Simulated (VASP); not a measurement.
# Bi (C2/m) in VASP: a series of runs

Aim: see how the results for Bi move with the level of theory and the settings. Levels: r2SCAN, PBEsol-based screened hybrid. Tasks: single point.

Program: VASP 6.6.1. These are calculated values, not measurements. Logs are shortened: lines on timing, memory, paths and dates and some standing lists are left out, and cuts for length are marked.

## Step 1: The cell of the first run

Symmetry: C2/m, No. 12, monoclinic system. The conventional cell has a = 6.930 Å, b = 6.223 Å, c = 3.336 Å, α = 90.00°, β = 112.04°, γ = 90.00°. Within 4.2 Å of Bi (site symmetry m) lie 9 Bi at 3.19 to 3.96 Å.

## Step 2: Single point, r2SCAN

Contents of POSCAR:

```
Bi
1.0
    3.4651838851     -3.1115533531      0.0000000000
    3.4651838851      3.1115533531      0.0000000000
   -1.2517767921      0.0000000000      3.0926530616
Bi
2
Direct
    0.7530610000      0.7530610000      0.8573820000
    0.2469390000      0.2469390000      0.1426180000
```

Contents of INCAR.step1:

```
ALGO     = Normal         # electronic algorithm
EDIFF    = 1E-4           # SCF threshold, eV
ENCUT    = 520            # plane-wave cutoff, eV
GGA      = PE             # functional
ISMEAR   = -1             # smearing method
LASPH    = True           # aspherical terms in the spheres
LCHARG   = False          # write CHGCAR
LREAL    = False          # projectors in reciprocal space
LWAVE    = True           # write WAVECAR
NBANDS   = 22             # bands
NELM     = 60             # most SCF steps
PREC     = Accurate       # precision mode
SIGMA    = 0.05           # smearing width, eV
```

Contents of INCAR.step2:

```
ALGO     = Normal         # electronic algorithm
EDIFF    = 1E-7           # SCF threshold, eV
ENCUT    = 520            # plane-wave cutoff, eV
ISIF     = 2              # what is computed and relaxed
ISMEAR   = -1             # smearing method
ISTART   = 1            
LASPH    = True           # aspherical terms in the spheres
LCHARG   = False          # write CHGCAR
LMIXTAU  = True         
LREAL    = False          # projectors in reciprocal space
LWAVE    = False          # write WAVECAR
METAGGA  = R2SCAN         # meta-GGA
NBANDS   = 22             # bands
NELM     = 60             # most SCF steps
PREC     = Accurate       # precision mode
SIGMA    = 0.05           # smearing width, eV
```

Contents of KPOINTS:

```
k-points
0
Gamma
  6 6 9
```

Potentials or basis: VASP PAW PBE potentials, release 64 (Bi_d).

Run with:

```bash
cat potpaw_PBE.64/Bi_d/POTCAR > POTCAR
cp INCAR.step1 INCAR
mpirun -np 1 vasp_std > vasp.out
cp INCAR.step2 INCAR
mpirun -np 1 vasp_std > vasp.out
```

OUTCAR:

```text
EDIFF = 1E-7
   ENCUT = 520
   ISIF = 2
   ISMEAR = -1
   ISTART = 1
   LASPH = True
   LREAL = False
   METAGGA = R2SCAN
   NELM = 60
   PREC = Accurate

 ion  position               nearest neighbor table
   1  0.753  0.753  0.857-   2 3.19   2 3.26   2 3.26   2 3.42   2 3.91   2 3.91
   2  0.247  0.247  0.143-   1 3.19   1 3.26   1 3.26   1 3.42   1 3.91   1 3.91

  LATTYP: Found a base centered monoclinic cell.
 ALAT       =     6.9303677702
 B/A-ratio  =     0.8979475423
 C/A-ratio  =     0.4814149259
 COS(beta)  =    -0.3751898342

  Lattice vectors:

 A1 = (   3.4651838851,  -3.1115533531,   0.0000000000)
 A2 = (   3.4651838851,   3.1115533531,   0.0000000000)
 A3 = (  -1.2517767921,   0.0000000000,   3.0926530616)

Analysis of symmetry for initial positions (statically):
=====================================================================
 Subroutine PRICEL returns:
 Original cell was already a primitive cell.

 Routine SETGRP: Setting up the symmetry group for a
 base centered monoclinic supercell.

 Subroutine GETGRP returns: Found  4 space group operations
 (whereof  4 operations were pure point group operations)
 out of a pool of  4 trial point group operations.

The static configuration has the point symmetry C_2h.

Analysis of symmetry for dynamics (positions and initial velocities):
=====================================================================
 Subroutine PRICEL returns:
 Original cell was already a primitive cell.

 Routine SETGRP: Setting up the symmetry group for a
 base centered monoclinic supercell.

 Subroutine GETGRP returns: Found  4 space group operations
 (whereof  4 operations were pure point group operations)
 out of a pool of  4 trial point group operations.

The dynamic configuration has the point symmetry C_2h.

 Subroutine INISYM returns: Found  4 space group operations
 (whereof  4 operations are pure point group operations),
 and found     1 'primitive' translations

----------------------------------------------------------------------------------------

                                     Primitive cell

  volume of cell :      66.6906

  direct lattice vectors                    reciprocal lattice vectors
     3.465183885 -3.111553353  0.000000000     0.144292487 -0.160691444  0.058403572
     3.465183885  3.111553353  0.000000000     0.144292487  0.160691444  0.058403572
    -1.251776792  0.000000000  3.092653062     0.000000000  0.000000000  0.323346971

  length of vectors
     4.657173352  4.657173352  3.336382487     0.223725365  0.223725365  0.323346971

  position of ions in fractional coordinates (direct lattice)
     0.753061000  0.753061000  0.857382000
     0.246939000  0.246939000  0.142618000

  ion indices of the primitive-cell ions
   primitive index   ion index
                 1           1
                 2           2

----------------------------------------------------------------------------------------

 KPOINTS: k-points

Automatic generation of k-mesh.
 Grid dimensions read from file:
 generate k-points for:    6    6    9

 Generating k-lattice:

  Cartesian coordinates                     Fractional coordinates (reciprocal lattice)
     0.024048748 -0.026781907  0.009733929     0.166666667 -0.000000000  0.000000000
     0.024048748  0.026781907  0.009733929    -0.000000000  0.166666667  0.000000000
     0.000000000  0.000000000  0.035927441     0.000000000  0.000000000  0.111111111

  Length of vectors
     0.037287561  0.037287561  0.035927441

  Shift w.r.t. Gamma in fractional coordinates (k-lattice)
     0.000000000  0.000000000  0.000000000

 Subroutine IBZKPT returns following result:
 ===========================================

 Found     97 irreducible k-points:

 Following reciprocal coordinates:
            Coordinates               Weight
  0.000000  0.000000  0.000000      1.000000
  0.166667  0.000000  0.000000      4.000000
  0.333333 -0.000000  0.000000      4.000000
  0.500000  0.000000 -0.000000      2.000000
  0.166667  0.166667  0.000000      2.000000
  0.333333  0.166667  0.000000      4.000000
[... 16 lines left out ...]
 -0.333333  0.166667  0.111111      4.000000
 -0.166667  0.166667  0.111111      4.000000
 [... further k-points ...]
   k-points           NKPTS =     97   k-points in BZ     NKDIM =     97   number of bands    NBANDS=     22
   number of dos      NEDOS =    301   number of ions     NIONS =      2
   total plane-waves  NPLWV =  36288
   dimension x,y,z NGX =    36 NGY =   36 NGZ =   28
   dimension x,y,z NGXF=    72 NGYF=   72 NGZF=   56
   ions per type =               2
   NGX,Y,Z   is equivalent  to a cutoff of  12.85, 12.85, 13.95 a.u.
   NGXF,Y,Z  is equivalent  to a cutoff of  25.70, 25.70, 27.90 a.u.
 SYSTEM =  unknown system
   PREC   = accura    normal or accurate (medium, high low for compatibility)
   ISTART =      1    job   : 0-new  1-cont  2-samecut
   ICHARG =      0    charge: 1-file 2-atom 10-const
   ISPIN  =      1    spin polarized calculation?
   LNONCOLLINEAR =      F non collinear calculations
   LSORBIT =      F    spin-orbit coupling
   LASPH  =      T    aspherical Exc in radial PAW
   ENCUT  =  520.0 eV  38.22 Ry    6.18 a.u.   8.66  8.66  6.20*2*pi/ulx,y,z
   NELM   =     60;   NELMIN=  2; NELMDL=  0     # of ELM steps
   EDIFF  = 0.1E-06   stopping-criterion for ELM
   LREAL  =      F    real-space projection
   EDIFFG = 0.1E-05   stopping-criterion for IOM
   NSW    =      0    number of steps for IOM
   IBRION =     -1    ionic relax: 0-MD 1-quasi-New 2-CG
   NFREE  =      0    steps in history (QN), initial steepest desc. (CG)
   ISIF   =      2    stress and relaxation
   ISYM   =      2    0-nonsym 1-usesym 2-fastsym
   POTIM  = 0.5000    time-step for ionic-motion
   TEBEG  =    0.0;   TEEND  =   0.0 temperature during run
   PSTRESS=    0.0 pullay stress
   NELECT =      30.0000    total number of electrons
   NUPDOWN=      -1.0000    fix difference up-down
   EMIN   =  10.00;   EMAX   =-10.00  energy-range for DOS
   EFERMI =   0.00;   METHOD = LEGACY
   ISMEAR =    -1;   SIGMA  =   0.05  broadening in eV -4-tet -1-fermi 0-gaus
   EFERMI_NEDOS =   21; number of points for ismear=-14 and -15
   IALGO  =     38    algorithm
   IMIX   =      4    mixing-type and parameters
     AMIX     =   0.40;   BMIX     =  1.00
     AMIX_MAG =   1.60;   BMIX_MAG =  1.00
  volume/ion in A,a.u.               =      33.35       225.03
  Fermi-wavevector in a.u.,A,eV,Ry     =   1.254374  2.370423 21.408139  1.573454
  Thomas-Fermi vector in A             =   2.388182
   LORBIT       =      0    0 simple, 1 ext, 2 COOP (PROOUT), +10 PAW based schemes
   METAGGA = R2SCAN    functional components
   LHFCALC =     F    Hartree Fock is set to
   AEXX    =    0.0000 exact exchange contribution
   IVDW    =     0    specifies the selected vdW correction
   LEPSILON=     F    determine dielectric tensor
   LRPA    =     F    only Hartree local field effects (RPA)
 non-spin polarized calculation
  energy-cutoff  :      520.00
  volume of cell :       66.69
 maximum number of plane-waves:      1818
 NGX is ok and might be reduce to    36
   NGX = 17   NGY = 17   NGZ = 13

 number of electron      29.9999997 magnetization

 Free energy of the ion-electron system (eV)
  ---------------------------------------------------
  ext. energy  EPLUGINS =         0.00000000
  ---------------------------------------------------
  free energy    TOTEN  =      -116.82798285 eV

  energy without entropy =     -116.82096024  energy(sigma->0) =     -116.82447154

 E-fermi :   6.9361     XC(G=0): -10.5832

 val. band max:        6.8915650319   @ k =  -0.1667   0.3333   0.1111
 cond. band min:       6.9396170669   @ k =   0.3333   0.3333   0.3333
 fundamental gap:      0.0480520350
 Fermi energy:         6.9361143925

 k-point     1 :       0.0000    0.0000    0.0000
  band No.  band energies     occupation
      1     -16.7848      2.00000
      2     -16.7482      2.00000
      3     -16.6990      2.00000
      4     -16.6697      2.00000
      5     -16.5710      2.00000
      6     -16.5445      2.00000
[... 14 lines left out ...]
     21      15.7103      0.00000
     22      16.2597      0.00000

 k-point     2 :       0.1667    0.0000    0.0000
  band No.  band energies     occupation
      1     -16.7672      2.00000
      2     -16.7502      2.00000
      3     -16.7039      2.00000
      4     -16.6562      2.00000
      5     -16.5683      2.00000
      6     -16.5487      2.00000
[... 14 lines left out ...]
     21      15.9590      0.00000
     22      16.8510      0.00000

 k-point     3 :       0.3333   -0.0000    0.0000
  band No.  band energies     occupation
      1     -16.7553      2.00000
      2     -16.7321      2.00000
      3     -16.6994      2.00000
      4     -16.6212      2.00000
      5     -16.5808      2.00000
      6     -16.5463      2.00000
[... 14 lines left out ...]
     21      16.6549      0.00000
     22      17.9540      0.00000

 k-point     4 :       0.5000    0.0000   -0.0000
  band No.  band energies     occupation
      1     -16.7571      2.00000
      2     -16.7297      2.00000
      3     -16.6631      2.00000
      4     -16.6080      2.00000
      5     -16.5877      2.00000
      6     -16.5559      2.00000
[... 14 lines left out ...]
     21      16.1608      0.00000
     22      16.6210      0.00000

 k-point     5 :       0.1667    0.1667    0.0000
  band No.  band energies     occupation
      1     -16.7553      2.00000
      2     -16.7496      2.00000
      3     -16.6928      2.00000
      4     -16.6453      2.00000
      5     -16.5697      2.00000
      6     -16.5562      2.00000
[... 14 lines left out ...]
     21      16.2688      0.00000
     22      17.5313      0.00000

 k-point     6 :       0.3333    0.1667    0.0000
  band No.  band energies     occupation
      1     -16.7535      2.00000
      2     -16.7385      2.00000
      3     -16.6681      2.00000
      4     -16.6149      2.00000
      5     -16.5829      2.00000
      6     -16.5504      2.00000
[... 14 lines left out ...]
     21      17.1678      0.00000
     22      17.4527      0.00000

 k-point     7 :       0.5000    0.1667    0.0000
  band No.  band energies     occupation
      1     -16.7575      2.00000
      2     -16.7362      2.00000
      3     -16.6475      2.00000
      4     -16.5975      2.00000
      5     -16.5833      2.00000
      6     -16.5558      2.00000
[... 324 lines left out ...]
      6     -16.5691      2.00000
[... 14 lines left out ...]
     21      16.8036      0.00000
     22      17.9064      0.00000

 k-point    21 :       0.3333    0.1667    0.1111
  band No.  band energies     occupation
      1     -16.7329      2.00000
      2     -16.7196      2.00000
      3     -16.6390      2.00000
      4     -16.6045      2.00000
      5     -16.5948      2.00000
      6     -16.5588      2.00000
[... 14 lines left out ...]
     21      17.3836      0.00000
     22      17.8843      0.00000

 k-point    22 :       0.5000    0.1667    0.1111
  band No.  band energies     occupation
      1     -16.7360      2.00000
      2     -16.7184      2.00000
      3     -16.6564      2.00000
      4     -16.5910      2.00000
      5     -16.5780      2.00000
      6     -16.5531      2.00000
[... 14 lines left out ...]
     21      17.2819      0.00000
     22      17.4266      0.00000

 k-point    23 :      -0.3333    0.1667    0.1111
  band No.  band energies     occupation
      1     -16.7386      2.00000
      2     -16.7103      2.00000
      3     -16.7048      2.00000
      4     -16.6151      2.00000
      5     -16.5581      2.00000
      6     -16.5569      2.00000
[... 14 lines left out ...]
     21      16.5379      0.00000
     22      17.4286      0.00000

 k-point    24 :      -0.1667    0.1667    0.1111
  band No.  band energies     occupation
      1     -16.7477      2.00000
      2     -16.7267      2.00000
      3     -16.6944      2.00000
      4     -16.6391      2.00000
      5     -16.5644      2.00000
      6     -16.5547      2.00000
[... 14 lines left out ...]
     21      16.7666      0.00000
     22      16.9030      0.00000

 [... further k-points ...]
[... 5 lines left out ...]
  --------------------------------------------------------------------------------------
  -------------------------------------------------------------------------------------
  Total        0.0588654     -0.1819316      0.3274063      0.0000000      0.0000000     -0.1070633
  in kB        1.4141847     -4.3707305      7.8656189      0.0000000      0.0000000     -2.5720908
  external PRESSURE =       1.6363577 kB  Pullay stress =       0.0000000 kB

 VOLUME and BASIS-vectors are now :
 -----------------------------------------------------------------------------
  energy-cutoff  :      520.00
  volume of cell :       66.69
      direct lattice vectors                 reciprocal lattice vectors
     3.465183885 -3.111553353  0.000000000     0.144292487 -0.160691444  0.058403572
     3.465183885  3.111553353  0.000000000     0.144292487  0.160691444  0.058403572
    -1.251776792  0.000000000  3.092653062     0.000000000  0.000000000  0.323346971

 POSITION                                       TOTAL-FORCE (eV/Angst)
 -----------------------------------------------------------------------------------
      4.14574      0.00000      2.65159         0.096450      0.000000      0.062841
      1.53285      0.00000      0.44107        -0.096450      0.000000     -0.062841
 -----------------------------------------------------------------------------------
    total drift:                               -0.000000      0.000000      0.000000

  FREE ENERGIE OF THE ION-ELECTRON SYSTEM (eV)
  ---------------------------------------------------
  free  energy   TOTEN  =      -116.8279828480 eV

  energy  without entropy=     -116.8209602387  energy(sigma->0) =     -116.82447154
```

It took 2.9 min on 1 thread of Intel Xeon Platinum 8559C (Emerald Rapids), shared host; peak memory 0.26 GiB.

Results:

| Item | Value |
| --- | --- |
| Free energy | -116.8280 eV |
| Pressure | 0.2 GPa |
| Largest force | 0.115 eV/Å |
| Band gap on the k mesh | zero (band 15 reaches 10.30 eV, above the bottom of band 16 at 5.07 eV) |

Forces on the atoms (eV/Å):
```
Bi   0.096  0.000  0.063
Bi  -0.096  0.000 -0.063
```

Stress tensor (GPa, compression positive):
```
 0.14  0.00 -0.26
 0.00 -0.44  0.00
-0.26  0.00  0.79
```

Caveat: the PAW data sets were made with another functional, which shifts forces and pressure a little; spin-orbit coupling is left out, which moves the levels of the heavy elements.

## Step 3: Single point, r2SCAN

This run uses another cell than the first one, of 34.03 Å³/atom, 1.020 times its volume.

Contents of POSCAR:

```
Bi
1.0
    3.4885980000     -3.1325780000      0.0000000000
    3.4885980000      3.1325780000      0.0000000000
   -1.2602350000      0.0000000000      3.1135500000
Bi
2
Direct
    0.7530610000      0.7530610000      0.8573820000
    0.2469390000      0.2469390000      0.1426180000
```

Contents of INCAR.step1:

```
SYSTEM = Bi
PREC = Accurate ; ENCUT = 520
ISMEAR = -1 ; SIGMA = 0.05
LREAL = .FALSE. ; LASPH = .TRUE.
NELM = 80 ; NBANDS = 22
GGA = PE ; ALGO = Normal
EDIFF = 1E-4 ; LWAVE = .TRUE.
LCHARG = .FALSE.
```

Contents of INCAR.step2:

```
SYSTEM = Bi
PREC = Accurate ; ENCUT = 520
EDIFF = 1E-6 ; ISMEAR = -1
SIGMA = 0.05 ; LREAL = .FALSE.
LASPH = .TRUE. ; NELM = 80
ALGO = Normal ; ISIF = 2
LWAVE = .FALSE. ; LCHARG = .TRUE.
METAGGA = R2SCAN ; LMIXTAU = .TRUE.
LELF = .TRUE. ; LVHAR = .TRUE.
NBANDS = 22 ; ISTART = 1
```

Contents of KPOINTS:

```
regular mesh
0
G
  6 6 9
  0 0 0
```

Potentials or basis: VASP PAW PBE potentials, release 64 (Bi_d).

Run with:

```bash
cat potpaw_PBE.64/Bi_d/POTCAR > POTCAR
cp INCAR.step1 INCAR
mpirun -np 1 vasp_std > vasp.out
cp INCAR.step2 INCAR
mpirun -np 1 vasp_std > vasp.out
```

Run time: 3 min. Hardware: 1 thread of Intel Xeon Platinum 8559C (Emerald Rapids), shared host; peak memory 0.26 GiB.

The run converged. Its results:

| Property | Result |
| --- | --- |
| Free energy | -116.8255 eV |
| Pressure | -0.9 GPa |
| Largest force | 0.144 eV/Å |
| Band gap on the k mesh | zero (band 15 reaches 10.00 eV, above the bottom of band 16 at 4.88 eV) |

Forces in eV/Å, atoms in the order of the input:
```
Bi   0.120  0.000  0.080
Bi  -0.120  0.000 -0.080
```

Stress tensor (GPa, compression positive):
```
-0.87  0.00 -0.26
 0.00 -1.46  0.00
-0.26  0.00 -0.26
```

Levels at points of the mesh, in eV from the Fermi level:
```tsv
k point	band 12	band 13	band 14	band 15	band 16	band 17	band 18	band 19
(0.00, 0.00, 0.00)	-9.48	-3.28	-2.99	3.15	3.19	3.91	4.31	4.45
(0.50, 0.00, 0.00)	-11.94	-1.21	-0.90	-0.74	-0.73	3.59	4.79	8.15
(0.50, 0.50, 0.00)	-11.45	-5.15	-5.13	3.31	4.10	5.42	5.80	9.49
```

Caveat: the PAW data sets were made with another functional, which shifts forces and pressure a little; spin-orbit coupling is left out, which moves the levels of the heavy elements.

[end of part 1 of 2]
